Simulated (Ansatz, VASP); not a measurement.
# WSe: VASP beside Ansatz

```
W Se
1.0
     0.00000    3.12339    3.12339
     3.12339    0.00000    3.12339
     3.12339    3.12339    0.00000
W Se
1 1
Direct
  0.00000 0.00000 0.00000
  0.25000 0.25000 0.25000
```

Alike in both runs: functional PBE; k mesh 12 × 12 × 12; occupations gaussian, width 0.1 eV; collinear spin; Hubbard terms W d U = 6.2 eV.

Ansatz relaxed the structure, and its values are those at the end. VASP's run is a single point on that final structure, the one shown.

|  | VASP | Ansatz |
| --- | --- | --- |
| version | VASP 6.6.1 | Ansatz 0.2.0 |
| potentials or method | VASP PAW PBE potentials, release 64 (W_sv, Se), cutoff 520 eV | scalar-relativistic, plane waves, PAW |
| valence electrons in the cell | 20 | 30 |

Ansatz gave:

* gap on the k mesh at the Fermi level (eV): none
* pressure (GPa): 0.0
* net moment per atom (μB): 2.00
* size of the moment on the site where the two differ most (μB): 2.96

Question: Which values does VASP return?

Answer: gap on the k mesh at the Fermi level (eV): none; pressure (GPa): -1.7; net moment per atom (μB): 2.00; size of the moment on the site where the two differ most (μB): 3.24.

Site moments also hang on the region over which each program counts them. The programs project onto different local orbitals, so the same U acts differently, and such runs can settle in different states. A gap of «none» marks a metal or a gap that the smearing closes. VASP's potentials hold 20 valence electrons a cell and Ansatz's 30, so a difference there can come from the potentials and not from the codes. Ansatz's warnings: filled band counts differ across k points.

Spin-orbit coupling is off throughout.
